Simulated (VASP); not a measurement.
## Mo: single point with RPBE+D4

The system is Mo.

```
Mo
1.0
    -1.55148    1.55148    1.55148
     1.55148   -1.55148    1.55148
     1.55148    1.55148   -1.55148
Mo
1
Direct
  0.00000 0.00000 0.00000
```

| Property | Result |
| --- | --- |
| Program | VASP 6.6.1 |
| Task | single point |
| Functional | RPBE |
| Dispersion | D4 |
| Potentials or basis | VASP PAW PBE potentials, release 64 (Mo_sv) |
| Cutoff | 520 eV |
| k mesh | 12 × 12 × 12 |
| Occupations | fermi-dirac, width 0.05 eV |
| Spin | no spin polarisation |
| Dipole correction | no |
| Further INCAR settings | ALGO = Normal; EDIFF = 1e-07; NBANDS = 13 |

The pressure is 8.5 GPa and the band gap on the k mesh is zero (band 7 reaches 17.64 eV, above the bottom of band 8 at 11.95 eV). The dispersion energy per atom is -1.167 eV.

Levels at points of the mesh, in eV from the Fermi level:
```csv
k point,band 5,band 6,band 7,band 8,band 9,band 10
"(0.00, 0.00, 0.00)",-7.31,-1.40,-1.40,-1.40,1.80,1.80
"(0.50, 0.00, 0.00)",-5.54,-3.57,1.86,1.86,2.53,5.11
"(0.50, 0.50, 0.50)",-5.74,-5.74,4.29,4.29,4.29,9.49
```

Run time: 7.5 s on 1 thread of Intel(R) Xeon(R) Platinum 8375C CPU @ 2.90GHz (Ice Lake) (shared host), peak memory 0.13 GiB.

Caveat: the PAW data sets were made with another functional, which shifts forces and pressure a little; pairwise dispersion overbinds metals, which lowers pressure and volume.
